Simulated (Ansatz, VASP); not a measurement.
## Two plane-wave programs on CaO

```
CELL_PARAMETERS angstrom
3.56416 0.00000 0.00000
-1.78208 3.84965 0.00000
0.00000 0.00000 4.80776
ATOMIC_POSITIONS crystal
Ca 0.33333 0.66667 0.75000
Ca 0.66667 0.33333 0.25000
O 0.33333 0.66667 0.25000
O 0.66667 0.33333 0.75000
```

Change from the starting cell: strain +e along x and -e along y -0.1100, strain +e along z and -e/2 along x and y +0.0000.

Alike in both runs: task single point; functional PBE; k mesh 9 × 9 × 6; occupations gaussian, width 0.05 eV; no spin polarisation.

```csv
,VASP,Ansatz
version,VASP 6.6.1,Ansatz 0.2.0
potentials or method,"VASP PAW PBE potentials, release 64 (Ca_sv, O), cutoff 520 eV","scalar-relativistic, plane waves, PAW"
valence electrons in the cell,32,32
```

Ansatz gave:

```
gap on the k mesh at the Fermi level (eV)                     : 3.25
least direct gap on the mesh (eV)                             : 3.25
pressure (GPa)                                                : 2.4
traceless stress, the component that is largest in VASP (GPa) : 8.93
rms of the force components (eV/Å)                            : 0.502
```

Which values does VASP return?

gap on the k mesh at the Fermi level (eV): 3.24; least direct gap on the mesh (eV): 3.24; pressure (GPa): 3.0; traceless stress, the component that is largest in VASP (GPa): 9.08; rms of the force components (eV/Å): 0.532.

Atom by atom the forces differ by 0.031 eV/Å (rms over components).
